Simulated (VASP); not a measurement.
# Ca (R-3m) in VASP: relaxation of cell and atoms with PBE

Aim: the relaxation of cell and atoms of Ca with PBE.

Program: VASP 6.6.1. These are calculated values, not measurements. Logs are shortened: lines on timing, memory, paths and dates and some standing lists are left out, and cuts for length are marked.

## 1. The cell of the first run

Symmetry: R-3m, No. 166, trigonal system. Conventional cell: a = 4.833 Å, b = 4.833 Å, c = 13.443 Å, α = 90.00°, β = 90.00°, γ = 120.00°. Ca (site symmetry 3m) has 6 Ca at 3.23 to 3.98 Å within 4.3 Å.

## 2. Relaxation of cell and atoms, PBE

Input file INCAR:

```
SYSTEM = Ca
PREC = Accurate ; ENCUT = 600
EDIFF = 1E-6 ; ISMEAR = 0
SIGMA = 0.1 ; LREAL = .FALSE.
LASPH = .TRUE. ; NELM = 80
ALGO = Normal ; ISIF = 3
LWAVE = .FALSE. ; LCHARG = .FALSE.
GGA = PE ; IBRION = 2
NSW = 90 ; EDIFFG = -0.04
```

Input file KPOINTS:

```
regular mesh
0
G
  6 6 6
  0 0 0
```

Input file POSCAR:

```
Ca
1.0
    2.4164811538      1.3951560447      4.4810745805
   -2.4164811538      1.3951560447      4.4810745805
    0.0000000000     -2.7903120893      4.4810745805
Ca
2
Direct
    0.2275400000      0.2275400000      0.2275400000
    0.7724600000      0.7724600000      0.7724600000
```

Potentials or basis: VASP PAW PBE potentials, release 64 (Ca_sv).

The run is started by

```bash
$ cat potpaw_PBE.64/Ca_sv/POTCAR > POTCAR
$ mpirun -np 1 vasp_std > vasp.out
```

OUTCAR:

```text
SYSTEM = Ca
   PREC = Accurate
   ENCUT = 600
   EDIFF = 1E-6
   ISMEAR = 0
   LREAL = .FALSE.
   LASPH = .TRUE.
   NELM = 80
   ISIF = 3
   GGA = PE
   IBRION = 2
   NSW = 90
   EDIFFG = -0.04

 ion  position               nearest neighbor table
   1  0.228  0.228  0.228-
   2  0.772  0.772  0.772-

  LATTYP: Found a trigonal (rhomboedric) cell.
 ALAT       =     5.2788134038
 COS(alpha) =     0.5808936906

  Lattice vectors:

 A1 = (   2.4164811538,   1.3951560447,   4.4810745805)
 A2 = (  -2.4164811538,   1.3951560447,   4.4810745805)
 A3 = (   0.0000000000,  -2.7903120893,   4.4810745805)

Analysis of symmetry for initial positions (statically):
=====================================================================
 Subroutine PRICEL returns:
 Original cell was already a primitive cell.

 Routine SETGRP: Setting up the symmetry group for a
 trigonal (rhombohedral) supercell.

 Subroutine GETGRP returns: Found 12 space group operations
 (whereof 12 operations were pure point group operations)
 out of a pool of 12 trial point group operations.

The static configuration has the point symmetry D_3d.

Analysis of symmetry for dynamics (positions and initial velocities):
=====================================================================
 Subroutine PRICEL returns:
 Original cell was already a primitive cell.

 Routine SETGRP: Setting up the symmetry group for a
 trigonal (rhombohedral) supercell.

 Subroutine GETGRP returns: Found 12 space group operations
 (whereof 12 operations were pure point group operations)
 out of a pool of 12 trial point group operations.

The dynamic configuration has the point symmetry D_3d.

 Subroutine INISYM returns: Found 12 space group operations
 (whereof 12 operations are pure point group operations),
 and found     1 'primitive' translations

----------------------------------------------------------------------------------------

                                     Primitive cell

  volume of cell :      90.6441

  direct lattice vectors                    reciprocal lattice vectors
     2.416481154  1.395156045  4.481074580     0.206912435  0.119460950  0.074386919
    -2.416481154  1.395156045  4.481074580    -0.206912435  0.119460950  0.074386919
     0.000000000 -2.790312089  4.481074580     0.000000000 -0.238921900  0.074386919

  length of vectors
[... 109 lines left out ...]
   AEXX    =    0.0000 exact exchange contribution
   IVDW    =     0    specifies the selected vdW correction
   LEPSILON=     F    determine dielectric tensor
   LRPA    =     F    only Hartree local field effects (RPA)
 conjugate gradient relaxation of ions
 non-spin polarized calculation
 Gauss-broadening in eV      SIGMA  =   0.10
  energy-cutoff  :      600.00
  volume of cell :       90.64
 maximum number of plane-waves:      3051
   NGX = 21   NGY = 21   NGZ = 21

--------------------------------------- Ionic step        1  -------------------------------------------

 number of electron      20.0000001 magnetization

 Free energy of the ion-electron system (eV)
  ---------------------------------------------------
  ext. energy  EPLUGINS =         0.00000000
  ---------------------------------------------------
  free energy    TOTEN  =        -2.66541777 eV

  energy without entropy =       -2.65513426  energy(sigma->0) =       -2.66027602

------------------------ aborting loop because EDIFF is reached ----------------------------------------

  FORCE on cell =-STRESS in cart. coord.  units (eV):
  Direction    XX          YY          ZZ          XY          YZ          ZX
  --------------------------------------------------------------------------------------
  -------------------------------------------------------------------------------------
  Total        0.3303495      0.3303495     -0.1667880      0.0000000     -0.0000000      0.0000000
  in kB        5.8390828      5.8390828     -2.9480557      0.0000000     -0.0000000      0.0000000
  external PRESSURE =       2.9100366 kB  Pullay stress =       0.0000000 kB
[... 89 lines left out ...]
  FREE ENERGIE OF THE ION-ELECTRON SYSTEM (eV)
  ---------------------------------------------------
  free  energy   TOTEN  =        -3.0751564879 eV

  energy  without entropy=       -3.0628868422  energy(sigma->0) =       -3.06902167

[... ionic steps 4 to 23 ...]

--------------------------------------- Ionic step       24  -------------------------------------------

 number of electron      20.0000001 magnetization

------------------------ aborting loop because EDIFF is reached ----------------------------------------
[... 67 lines left out ...]
--------------------------------------- Ionic step       26  -------------------------------------------

 number of electron      19.9999996 magnetization

 Free energy of the ion-electron system (eV)
  ---------------------------------------------------
  ext. energy  EPLUGINS =         0.00000000
  ---------------------------------------------------
  free energy    TOTEN  =        -3.83864613 eV

  energy without entropy =       -3.81696132  energy(sigma->0) =       -3.82780372

 E-fermi :   2.0153     XC(G=0):  -7.7573

 val. band max:        1.9997238972   @ k =  -0.3333   0.3333   0.0000
 cond. band min:       2.0393147463   @ k =  -0.3333   0.1667  -0.0000
 fundamental gap:      0.0395908491
 Fermi energy:         2.0153007076

 k-point     1 :       0.0000    0.0000    0.0000
  band No.  band energies     occupation
      1     -40.0091      2.00000
      2     -39.9952      2.00000
      3     -21.0661      2.00000
      4     -20.9457      2.00000
      5     -20.9457      2.00000
      6     -20.9263      2.00000
      7     -20.9263      2.00000
      8     -20.9252      2.00000
      9      -2.0475      2.00000
     10       0.9941      2.00000
     11       1.8253      1.99280
     12       4.2234      0.00000
     13       4.2234      0.00000
     14       4.3285      0.00000
[... 377 lines left out ...]
      1     -39.9938      2.00000
      2     -39.9915      2.00000
      3     -21.0537      2.00000
      4     -21.0453      2.00000
      5     -20.9869      2.00000
      6     -20.9695      2.00000
      7     -20.9667      2.00000
      8     -20.9532      2.00000
      9       1.0768      2.00000
     10       1.3332      2.00000
     11       2.1532      0.05116
     12       2.5806      0.00000
     13       3.1289      0.00000
     14       3.7716      0.00000

 [... further k-points ...]
[... 5 lines left out ...]
  --------------------------------------------------------------------------------------
  -------------------------------------------------------------------------------------
  Total        0.0404364      0.0404364      0.0468490      0.0000000      0.0000000      0.0000000
  in kB        0.7731813      0.7731813      0.8957949      0.0000000      0.0000000      0.0000000
  external PRESSURE =       0.8140525 kB  Pullay stress =       0.0000000 kB
[... 17 lines left out ...]
  FREE ENERGIE OF THE ION-ELECTRON SYSTEM (eV)
  ---------------------------------------------------
  free  energy   TOTEN  =        -3.8386461266 eV

  energy  without entropy=       -3.8169613212  energy(sigma->0) =       -3.82780372

 reached required accuracy - stopping structural energy minimisation
```

It took 27 min on 1 thread of Intel Xeon 8259CL, shared host; peak memory 0.3 GiB.

Results:

```yaml
Free_energy: -3.8386 eV
Relaxed_volume: 41.90 Å³/atom
Relaxed_cell: a = 6.761 Å, b = 6.761 Å, c = 6.761 Å, α = 33.49°, β = 33.49°, γ = 33.49°
Space_group_after_relaxing_to_0.1_Å: Fm-3m (No. 225)
Energy_gained_by_relaxing: 586.6 meV/atom
Ionic_steps: 26
Pressure_after_relaxing: 0.1 GPa
Largest_force_after_relaxing: 0.007 eV/Å
Band_gap_on_the_k_mesh: zero (bands 10 and 11 overlap by 0.21 eV)
```

Forces on the atoms (eV/Å):
```
Ca   0.000  0.000 -0.007
Ca   0.000  0.000  0.007
```

The path:
| step | energy change (eV) | largest force (eV/Å) | pressure (GPa) | volume (Å³) |
| --- | --- | --- | --- | --- |
| 1 | 0.0000 | 1.4402 | 0.29 | 90.64 |
| 2 | -0.1801 | 1.1219 | -0.12 | 91.72 |
| 3 | -0.4097 | 0.1085 | -0.91 | 94.96 |
| 4 | -0.4491 | 0.0003 | -0.35 | 89.39 |
| 5 | -0.4643 | 0.1220 | 0.28 | 84.67 |
| 6 | -0.5164 | 0.1652 | 0.58 | 83.04 |
| 7 | -0.7406 | 0.3131 | 1.95 | 77.09 |
| 8 | -0.6070 | 0.5756 | 9.24 | 61.52 |
| 9 | -0.8919 | 0.4621 | 4.41 | 70.16 |
| 10 | -0.8187 | 0.5240 | 6.57 | 65.60 |
| 11 | -0.8700 | 0.4974 | 5.56 | 67.56 |
| 12 | -0.8763 | 0.4949 | 5.55 | 67.55 |
| 13 | -0.8896 | 0.4870 | 5.55 | 67.51 |
| 14 | -0.8914 | 0.4712 | 5.63 | 67.34 |
| 15 | -0.9080 | 0.4587 | 5.40 | 67.80 |
| 16 | -0.9542 | 0.4237 | 4.74 | 69.18 |
| 17 | -1.0314 | 0.3596 | 3.56 | 72.01 |
| 18 | -1.1307 | 0.2531 | 1.58 | 77.90 |
| 19 | -1.1454 | 0.1060 | -1.11 | 90.62 |
| 20 | -1.1656 | 0.1568 | -0.16 | 85.14 |
| 21 | -1.1657 | 0.1613 | -0.08 | 84.73 |
| 22 | -1.1665 | 0.1530 | -0.07 | 84.68 |
| 23 | -1.1687 | 0.1275 | -0.05 | 84.52 |
| 24 | -1.1718 | 0.0749 | 0.00 | 84.19 |
| 25 | -1.1727 | 0.0348 | 0.13 | 83.55 |
| 26 | -1.1732 | 0.0067 | 0.08 | 83.79 |

Final structure:
```
Ca
1.0
     1.94777    1.12454    6.37584
    -1.94777    1.12454    6.37584
     0.00000   -2.24909    6.37584
Ca
2
Direct
  0.25010 0.25010 0.25010
  0.74990 0.74990 0.74990
```

Caveat: a cell axis changed by over 15 % at a fixed basis, so the end point is rough.

The gap in the log of VASP goes by the Fermi energy; the results here count the filled bands.